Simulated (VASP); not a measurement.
# AlN (F-43m) in VASP: a series of runs

The runs below take AlN through single point, relaxation of cell and atoms, with revPBE+D4, RPBE+D3(BJ), LDA, PBEsol+D3(BJ).

All numbers are computed with VASP 6.6.1; they aren't measurements. Logs are shortened: lines on timing, memory, paths and dates and some standing lists are left out, and cuts for length are marked.

### 1 The cell of the first run

It takes space group F-43m (No. 216, cubic). Conventional cell: a = 4.349 Å, b = 4.349 Å, c = 4.349 Å, α = 90.00°, β = 90.00°, γ = 90.00°. Al (site symmetry -43m) has 4 N at 1.88 Å within 2.5 Å. N (site symmetry -43m) has 4 Al at 1.88 Å within 2.5 Å.

### 2 Single point, revPBE+D4

File INCAR:

```
SYSTEM = AlN
PREC = Accurate
ENCUT = 520
EDIFF = 1E-6
ISMEAR = -1
SIGMA = 0.05
LREAL = .FALSE.
LASPH = .TRUE.
NELM = 100
ALGO = Normal
ISIF = 2
LWAVE = .FALSE.
LCHARG = .FALSE.
GGA = RE
IVDW = 13
NBANDS = 11
```

File KPOINTS:

```
Automatic mesh
0
G
  10 10 10
  0 0 0
```

File POSCAR:

```
AlN
1.0
    0.0000000000      2.1743329222      2.1743329222
    2.1743329222      0.0000000000      2.1743329222
    2.1743329222      2.1743329222      0.0000000000
Al N
1 1
Direct
    0.0000000000      0.0000000000      0.0000000000
    0.2500000000      0.2500000000      0.2500000000
```

Potentials or basis: VASP PAW PBE potentials, release 64 (Al, N).

Started as:

```sh
> cat potpaw_PBE.64/Al/POTCAR potpaw_PBE.64/N/POTCAR > POTCAR
> mpirun -np 1 vasp_std > vasp.out
```

OUTCAR:

```text
SYSTEM = AlN
   PREC = Accurate
   ENCUT = 520
   EDIFF = 1E-6
   ISMEAR = -1
   LREAL = .FALSE.
   LASPH = .TRUE.
   NELM = 100
   ISIF = 2
   GGA = RE
   IVDW = 13

 ion  position               nearest neighbor table
   1  0.000  0.000  0.000-   2 1.88   2 1.88   2 1.88   2 1.88
   2  0.250  0.250  0.250-   1 1.88   1 1.88   1 1.88   1 1.88

  LATTYP: Found a face centered cubic cell.
 ALAT       =     4.3486658444

  Lattice vectors:

 A1 = (   0.0000000000,   2.1743329222,   2.1743329222)
 A2 = (   2.1743329222,   0.0000000000,   2.1743329222)
 A3 = (   2.1743329222,   2.1743329222,   0.0000000000)

Analysis of symmetry for initial positions (statically):
=====================================================================
 Subroutine PRICEL returns:
 Original cell was already a primitive cell.

 Routine SETGRP: Setting up the symmetry group for a
 face centered cubic supercell.

 Subroutine GETGRP returns: Found 24 space group operations
 (whereof 24 operations were pure point group operations)
 out of a pool of 48 trial point group operations.

The static configuration has the point symmetry T_d .

Analysis of symmetry for dynamics (positions and initial velocities):
=====================================================================
 Subroutine PRICEL returns:
 Original cell was already a primitive cell.

 Routine SETGRP: Setting up the symmetry group for a
 face centered cubic supercell.

 Subroutine GETGRP returns: Found 24 space group operations
 (whereof 24 operations were pure point group operations)
 out of a pool of 48 trial point group operations.

The dynamic configuration has the point symmetry T_d .

 Subroutine INISYM returns: Found 24 space group operations
 (whereof 24 operations are pure point group operations),
 and found     1 'primitive' translations

----------------------------------------------------------------------------------------

                                     Primitive cell

  volume of cell :      20.5593

  direct lattice vectors                    reciprocal lattice vectors
     0.000000000  2.174332922  2.174332922    -0.229955585  0.229955585  0.229955585
     2.174332922  0.000000000  2.174332922     0.229955585 -0.229955585  0.229955585
     2.174332922  2.174332922  0.000000000     0.229955585  0.229955585 -0.229955585

  length of vectors
     3.074971108  3.074971108  3.074971108     0.398294757  0.398294757  0.398294757

  position of ions in fractional coordinates (direct lattice)
     0.000000000  0.000000000  0.000000000
     0.250000000  0.250000000  0.250000000

  ion indices of the primitive-cell ions
   primitive index   ion index
                 1           1
                 2           2

----------------------------------------------------------------------------------------

 KPOINTS: Automatic mesh

Automatic generation of k-mesh.
 Grid dimensions read from file:
 generate k-points for:   10   10   10

 Generating k-lattice:

  Cartesian coordinates                     Fractional coordinates (reciprocal lattice)
    -0.022995559  0.022995559  0.022995559     0.100000000  0.000000000  0.000000000
     0.022995559 -0.022995559  0.022995559     0.000000000  0.100000000  0.000000000
     0.022995559  0.022995559 -0.022995559     0.000000000  0.000000000  0.100000000

  Length of vectors
     0.039829476  0.039829476  0.039829476

  Shift w.r.t. Gamma in fractional coordinates (k-lattice)
     0.000000000  0.000000000  0.000000000

 Subroutine IBZKPT returns following result:
 ===========================================

 Found     47 irreducible k-points:

 Following reciprocal coordinates:
            Coordinates               Weight
  0.000000  0.000000  0.000000      1.000000
  0.100000  0.000000  0.000000      8.000000
  0.200000  0.000000  0.000000      8.000000
  0.300000  0.000000  0.000000      8.000000
  0.400000  0.000000  0.000000      8.000000
  0.500000  0.000000  0.000000      4.000000
[... 16 lines left out ...]
  0.300000  0.300000  0.000000      6.000000
  0.400000  0.300000  0.000000     24.000000
 [... further k-points ...]
   k-points           NKPTS =     47   k-points in BZ     NKDIM =     47   number of bands    NBANDS=     11
   number of dos      NEDOS =    301   number of ions     NIONS =      2
   total plane-waves  NPLWV =  13824
   dimension x,y,z NGX =    24 NGY =   24 NGZ =   24
   dimension x,y,z NGXF=    48 NGYF=   48 NGZF=   48
   ions per type =               1   1
   NGX,Y,Z   is equivalent  to a cutoff of  12.98, 12.98, 12.98 a.u.
   NGXF,Y,Z  is equivalent  to a cutoff of  25.95, 25.95, 25.95 a.u.
 SYSTEM =  AlN
   PREC   = accura    normal or accurate (medium, high low for compatibility)
   ISTART =      0    job   : 0-new  1-cont  2-samecut
   ICHARG =      2    charge: 1-file 2-atom 10-const
   ISPIN  =      1    spin polarized calculation?
   LNONCOLLINEAR =      F non collinear calculations
   LSORBIT =      F    spin-orbit coupling
[... 61 lines left out ...]
      3       6.1809      2.00000
      4       6.1809      2.00000
      5      10.5207      0.00000
      6      18.9584      0.00000
      7      18.9584      0.00000
      8      18.9584      0.00000
      9      23.9883      0.00000
     10      23.9883      0.00000
     11      25.4539      0.00000

 k-point     2 :       0.1000    0.0000    0.0000
  band No.  band energies     occupation
      1      -8.7597      2.00000
      2       5.3715      2.00000
      3       6.1297      2.00000
      4       6.1297      2.00000
      5      11.1792      0.00000
      6      18.5706      0.00000
      7      19.0944      0.00000
      8      19.0944      0.00000
      9      22.7318      0.00000
     10      22.7318      0.00000
     11      24.6669      0.00000

 k-point     3 :       0.2000    0.0000    0.0000
  band No.  band energies     occupation
      1      -8.3392      2.00000
      2       3.7601      2.00000
      3       6.0017      2.00000
      4       6.0017      2.00000
      5      12.3102      0.00000
      6      17.7619      0.00000
      7      19.0035      0.00000
      8      19.0035      0.00000
      9      22.2173      0.00000
     10      22.2173      0.00000
     11      23.8083      0.00000

 k-point     4 :       0.3000    0.0000    0.0000
  band No.  band energies     occupation
      1      -7.7285      2.00000
      2       2.1031      2.00000
      3       5.8549      2.00000
      4       5.8549      2.00000
      5      13.1670      0.00000
      6      16.9772      0.00000
      7      18.3055      0.00000
      8      18.3055      0.00000
      9      23.3212      0.00000
     10      23.3212      0.00000
     11      23.6524      0.00000

 k-point     5 :       0.4000    0.0000    0.0000
  band No.  band energies     occupation
      1      -7.1176      2.00000
      2       0.8088      2.00000
      3       5.7442      2.00000
      4       5.7442      2.00000
      5      13.6149      0.00000
      6      16.4027      0.00000
      7      17.6905      0.00000
      8      17.6905      0.00000
      9      24.1147      0.00000
     10      25.1956      0.00000
     11      25.1956      0.00000
[... 211 lines left out ...]
 k-point    21 :      -0.3000    0.2000    0.0000
  band No.  band energies     occupation
      1      -6.9619      2.00000
      2       1.5591      2.00000
      3       3.9834      2.00000
      4       5.6649      2.00000
      5      14.1687      0.00000
      6      15.4286      0.00000
      7      18.1902      0.00000
      8      18.6413      0.00000
      9      22.7683      0.00000
     10      25.1881      0.00000
     11      27.7119      0.00000

 k-point    22 :      -0.2000    0.2000    0.0000
  band No.  band energies     occupation
      1      -7.5278      2.00000
      2       2.4093      2.00000
      3       4.4879      2.00000
      4       5.9301      2.00000
      5      13.8798      0.00000
      6      16.3045      0.00000
      7      17.7943      0.00000
      8      18.8397      0.00000
      9      21.3250      0.00000
     10      24.8938      0.00000
     11      27.7343      0.00000

 k-point    23 :       0.3000    0.3000    0.0000
  band No.  band energies     occupation
      1      -7.3492      2.00000
      2       2.6588      2.00000
      3       4.9390      2.00000
      4       4.9390      2.00000
      5      11.5865      0.00000
      6      16.0564      0.00000
      7      18.2804      0.00000
      8      20.9247      0.00000
      9      20.9247      0.00000
     10      26.7149      0.00000
     11      30.2343      0.00000

 k-point    24 :       0.4000    0.3000    0.0000
  band No.  band energies     occupation
      1      -6.8822      2.00000
      2       2.0205      2.00000
      3       4.4759      2.00000
      4       4.7752      2.00000
      5      11.1586      0.00000
      6      15.8840      0.00000
      7      18.6761      0.00000
      8      20.9999      0.00000
      9      21.5265      0.00000
     10      27.6828      0.00000
     11      30.0230      0.00000

 [... further k-points ...]

------------------------ aborting loop because EDIFF is reached ----------------------------------------

  DFT-D4 for vdW energy calculation

  Edisp (eV):   -1.19036

  FORCE on cell =-STRESS in cart. coord.  units (eV):
  Direction    XX          YY          ZZ          XY          YZ          ZX
  --------------------------------------------------------------------------------------
  -------------------------------------------------------------------------------------
  Total      -0.05407    -0.05407    -0.05407     0.00000     0.00000    -0.00000
  in kB      -4.21368    -4.21368    -4.21368     0.00000     0.00000    -0.00000
  external pressure =       -4.21 kB  Pullay stress =        0.00 kB

 VOLUME and BASIS-vectors are now :
 -----------------------------------------------------------------------------
  energy-cutoff  :      520.00
  volume of cell :       20.56
      direct lattice vectors                 reciprocal lattice vectors
     0.000000000  2.174332922  2.174332922    -0.229955585  0.229955585  0.229955585
     2.174332922  0.000000000  2.174332922     0.229955585 -0.229955585  0.229955585
     2.174332922  2.174332922  0.000000000     0.229955585  0.229955585 -0.229955585

 POSITION                                       TOTAL-FORCE (eV/Angst)
 -----------------------------------------------------------------------------------
      0.00000      0.00000      0.00000         0.000000      0.000000      0.000000
      1.08717      1.08717      1.08717        -0.000000     -0.000000     -0.000000
 -----------------------------------------------------------------------------------
    total drift:                                0.000000      0.000000      0.000000

  FREE ENERGIE OF THE ION-ELECTRON SYSTEM (eV)
  ---------------------------------------------------
  free  energy   TOTEN  =       -15.4056473937 eV

  energy  without entropy=      -15.4056473937  energy(sigma->0) =      -15.40564739
```

Wall time 5.4 s (1 thread of Intel Xeon 6975P-C, shared host); peak memory 0.14 GiB.

What came out:

```yaml
Free_energy: -15.4056 eV
Pressure: -0.4 GPa
Band_gap_on_the_k_mesh: 3.36 eV, indirect (least direct gap 4.34 eV)
Dispersion_energy_per_atom: -0.595 eV
```

Caveat: the PAW data sets were made with another functional, which shifts forces and pressure a little.

### 3 Relaxation of cell and atoms, revPBE+D4

This run uses another cell than the first one, of 10.42 Å³/atom, 1.013 times its volume.

File INCAR:

```
PREC     = Accurate       # precision mode
ENCUT    = 600            # plane-wave cutoff, eV
EDIFF    = 1E-6           # SCF threshold, eV
ISMEAR   = -1             # smearing method
SIGMA    = 0.05           # smearing width, eV
LREAL    = False          # projectors in reciprocal space
LASPH    = True           # aspherical terms in the spheres
NELM     = 80             # most SCF steps
ALGO     = Normal         # electronic algorithm
ISIF     = 3              # what is computed and relaxed
LWAVE    = False          # write WAVECAR
LCHARG   = False          # write CHGCAR
GGA      = RE             # functional
IVDW     = 13             # dispersion correction
IBRION   = 2              # ionic algorithm
NSW      = 80             # ionic steps
EDIFFG   = -0.01          # ionic threshold
```

File KPOINTS:

```
regular mesh
0
Gamma
  10 10 10
```

File POSCAR:

```
AlN
1.0
    0.0000000000      2.1839935596      2.1839935596
    2.1839935596      0.0000000000      2.1839935596
    2.1839935596      2.1839935596      0.0000000000
Al N
1 1
Direct
    0.0000000000      0.0000000000      0.0000000000
    0.2500000000      0.2500000000      0.2500000000
```

Potentials or basis: VASP PAW PBE potentials, release 64 (Al, N).

Started as:

```sh
> cat potpaw_PBE.64/Al/POTCAR potpaw_PBE.64/N/POTCAR > POTCAR
> mpirun -np 1 vasp_std > vasp.out
```

It took 24 s on 1 thread of Intel Xeon 6975P-C, shared host; peak memory 0.15 GiB.

The run converged. Its results:

```yaml
Free_energy: -15.4070 eV
Relaxed_volume: 10.26 Å³/atom
Relaxed_cell: a = 3.073 Å, b = 3.073 Å, c = 3.073 Å, α = 60.00°, β = 60.00°, γ = 60.00°
Space_group_after_relaxing_to_0.05_Å: F-43m (No. 216)
Energy_gained_by_relaxing: 2.5 meV/atom
Ionic_steps: 4
Pressure_after_relaxing: 0.0 GPa
Band_gap_on_the_k_mesh: 3.36 eV, indirect (least direct gap 4.36 eV)
Dispersion_energy_per_atom: -0.597 eV
```

Step by step:
| step | energy change (eV) | largest force (eV/Å) | pressure (GPa) | volume (Å³) |
| --- | --- | --- | --- | --- |
| 1 | 0.0000 | 0.0000 | -3.14 | 20.83 |
| 2 | -0.0024 | 0.0000 | 2.98 | 20.23 |
| 3 | -0.0049 | 0.0000 | 0.66 | 20.44 |
| 4 | -0.0050 | 0.0000 | 0.00 | 20.51 |

Final structure:
```
Al N
1.0
     0.00000    2.17263    2.17263
     2.17263    0.00000    2.17263
     2.17263    2.17263    0.00000
Al N
1 1
Cartesian
  0.0000 0.0000 0.0000
  1.0863 1.0863 1.0863
```

Levels at points of the mesh, in eV from the valence-band top:
| k point | band 1 | band 2 | band 3 | band 4 | band 5 | band 6 | band 7 | band 8 |
| --- | --- | --- | --- | --- | --- | --- | --- | --- |
| (0.00, 0.00, 0.00) | -15.10 | 0.00 | 0.00 | 0.00 | 4.36 | 12.80 | 12.80 | 12.80 |
| (0.50, 0.00, 0.00) | -13.03 | -5.90 | -0.48 | -0.48 | 7.59 | 10.02 | 11.30 | 11.30 |
| (0.50, 0.50, 0.00) | -12.39 | -4.92 | -1.78 | -1.78 | 3.36 | 8.79 | 14.28 | 16.02 |

Caveat: the PAW data sets were made with another functional, which shifts forces and pressure a little. A k mesh can miss the band edges.

### 4 Single point, RPBE+D3(BJ)

This run uses another cell than the first one, of 9.79 Å³/atom, 0.952 times its volume.

File INCAR:

```
SYSTEM = AlN
ALGO = Normal ; EDIFF = 1E-6
ENCUT = 520 ; GGA = RP
ISIF = 2 ; ISMEAR = -1
IVDW = 12 ; LASPH = .True.
LCHARG = .False. ; LREAL = .False.
LWAVE = .False. ; NBANDS = 11
NELM = 80 ; PREC = Accurate
SIGMA = 0.05
```

File KPOINTS:

```
k-points
0
Gamma
  10 10 10
  0 0 0
```

File POSCAR:

```
AlN
1.0
    0.0000000000      2.1391447353      2.1391447353
    2.1391447353      0.0000000000      2.1391447353
    2.1391447353      2.1391447353      0.0000000000
Al N
1 1
Direct
    0.0000000000      0.0000000000      0.0000000000
    0.2500000000      0.2500000000      0.2500000000
```

Started as:

```sh
> cat potpaw_PBE.64/Al/POTCAR potpaw_PBE.64/N/POTCAR > POTCAR
> mpirun -np 1 vasp_std > vasp.out
```

Run time: 6.4 s. Hardware: 1 thread of Intel Xeon 6975P-C, shared host; peak memory 0.15 GiB.

The run converged. Its results:

* Free energy: -16.4251 eV
* Pressure: -0.8 GPa
* Band gap on the k mesh: 3.39 eV, indirect (least direct gap 4.79 eV)
* Dispersion energy per atom: -1.216 eV

Levels at points of the mesh, in eV from the valence-band top:
| k point | band 2 | band 3 | band 4 | band 5 | band 6 | band 7 |
| --- | --- | --- | --- | --- | --- | --- |
| (0.00, 0.00, 0.00) | 0.00 | 0.00 | 0.00 | 4.79 | 13.30 | 13.30 |
| (0.50, 0.00, 0.00) | -6.09 | -0.48 | -0.48 | 8.04 | 10.36 | 11.62 |
| (0.50, 0.50, 0.00) | -5.06 | -1.83 | -1.83 | 3.39 | 9.10 | 14.97 |

Caveat: the PAW data sets were made with another functional, which shifts forces and pressure a little.

### 5 Single point, LDA

This run uses another cell than the first one, of 10.23 Å³/atom, 0.996 times its volume.

File INCAR:

```
SYSTEM = AlN
  PREC = Accurate
  ENCUT = 520
  EDIFF = 1E-6
  ISMEAR = -1
  SIGMA = 0.05
  LREAL = .False.
  LASPH = .True.
  NELM = 100
  ALGO = Normal
  ISIF = 2
  LWAVE = .False.
  LCHARG = .True.
  LELF = .True.
  LVHAR = .True.
  NBANDS = 11
```

File KPOINTS:

```
Automatic mesh
0
Gamma
  10 10 10
  0 0 0
```

File POSCAR:

```
AlN
1.0
    0.0000000000      2.1711406856      2.1711406856
    2.1711406856      0.0000000000      2.1711406856
    2.1711406856      2.1711406856      0.0000000000
Al N
1 1
Direct
    0.0000000000      0.0000000000      0.0000000000
    0.2500000000      0.2500000000      0.2500000000
```

Potentials or basis: VASP PAW LDA potentials, release 64 (Al, N).

Started as:

```sh
> cat potpaw_LDA.64/Al/POTCAR potpaw_LDA.64/N/POTCAR > POTCAR
> mpirun -np 1 vasp_std > vasp.out
```

It took 8 s on 1 thread of Intel Xeon 6975P-C, shared host; peak memory 0.13 GiB.

It converged, with:

```yaml
Free_energy: -16.3754 eV
Pressure: 0.6 GPa
Band_gap_on_the_k_mesh: 3.23 eV, indirect (least direct gap 4.39 eV)
```

Levels at points of the mesh, in eV from the valence-band top:
```csv
k point,band 1,band 2,band 3,band 4,band 5,band 6,band 7,band 8
"(0.00, 0.00, 0.00)",-14.93,0.00,0.00,0.00,4.39,12.51,12.51,12.51
"(0.50, 0.00, 0.00)",-12.75,-5.98,-0.49,-0.49,7.43,9.89,11.07,11.07
"(0.50, 0.50, 0.00)",-12.08,-5.01,-1.81,-1.81,3.23,8.52,13.99,15.71
```

A k mesh can miss the band edges.

### 6 Single point, PBEsol+D3(BJ)

This run uses another cell than the first one, of 10.31 Å³/atom, 1.003 times its volume.

File INCAR:

```
ALGO = Normal
EDIFF = 1E-6
ENCUT = 520
GGA = PS
ISIF = 2
ISMEAR = -1
IVDW = 12
LASPH = True
LCHARG = False
LREAL = False
LWAVE = False
NBANDS = 11
NELM = 60
PREC = Accurate
SIGMA = 0.05
```

File KPOINTS:

```
k-points
0
Gamma
  10 10 10
```

File POSCAR:

```
AlN
1.0
    0.0000000000      2.1763039352      2.1763039352
    2.1763039352      0.0000000000      2.1763039352
    2.1763039352      2.1763039352      0.0000000000
Al N
1 1
Direct
    0.0000000000      0.0000000000      0.0000000000
    0.2500000000      0.2500000000      0.2500000000
```

Potentials or basis: VASP PAW PBE potentials, release 64 (Al, N).

Started as:

```sh
> cat potpaw_PBE.64/Al/POTCAR potpaw_PBE.64/N/POTCAR > POTCAR
> mpirun -np 1 vasp_std > vasp.out
```

It took 6.5 s on 1 thread of Intel Xeon 6975P-C, shared host; peak memory 0.15 GiB.

The run converged. Its results:

- Free energy: -16.0643 eV
- Pressure: 0.0 GPa
- Band gap on the k mesh: 3.19 eV, indirect (least direct gap 4.23 eV)
- Dispersion energy per atom: -0.229 eV

Levels at points of the mesh, in eV from the valence-band top:
```csv
k point,band 1,band 2,band 3,band 4,band 5,band 6,band 7,band 8
"(0.00, 0.00, 0.00)",-15.02,0.00,0.00,0.00,4.23,12.57,12.57,12.57
"(0.50, 0.00, 0.00)",-12.90,-5.96,-0.48,-0.48,7.38,9.84,11.10,11.10
"(0.50, 0.50, 0.00)",-12.25,-4.98,-1.80,-1.80,3.19,8.55,14.02,15.76
```

Caveat: the PAW data sets were made with another functional, which shifts forces and pressure a little. PBEsol gaps usually lie below the measured ones, often by a third to a half.

### 7 The runs side by side

| task | level | potentials or basis | cell | cutoff (eV) | gap on the mesh (eV) | pressure (GPa) |
| --- | --- | --- | --- | --- | --- | --- |
| single point | revPBE+D4 | VASP PAW PBE potentials, release 64 (Al, N) | a = 3.075 Å, angles 60.0°, 2 atoms | 520 | 3.36 | -0.4 |
| relaxation of cell and atoms | revPBE+D4 | VASP PAW PBE potentials, release 64 (Al, N) | relaxed from a = 3.089 Å, angles 60.0°, 2 atoms | 600 | 3.36 | 0.0 |
| single point | RPBE+D3(BJ) | VASP PAW PBE potentials, release 64 (Al, N) | a = 3.025 Å, angles 60.0°, 2 atoms | 520 | 3.39 | -0.8 |
| single point | LDA | VASP PAW LDA potentials, release 64 (Al, N) | a = 3.070 Å, angles 60.0°, 2 atoms | 520 | 3.23 | 0.6 |
| single point | PBEsol+D3(BJ) | VASP PAW PBE potentials, release 64 (Al, N) | a = 3.078 Å, angles 60.0°, 2 atoms | 520 | 3.19 | 0.0 |

Alike in all rows: no spin polarisation; k mesh 10 × 10 × 10; smearing fermi-dirac 0.05 eV.

Caveats: the PAW data sets were made with another functional, which shifts forces and pressure a little (some runs).

Total energies depend on the potentials used, so only differences within one code and one set of settings carry meaning.
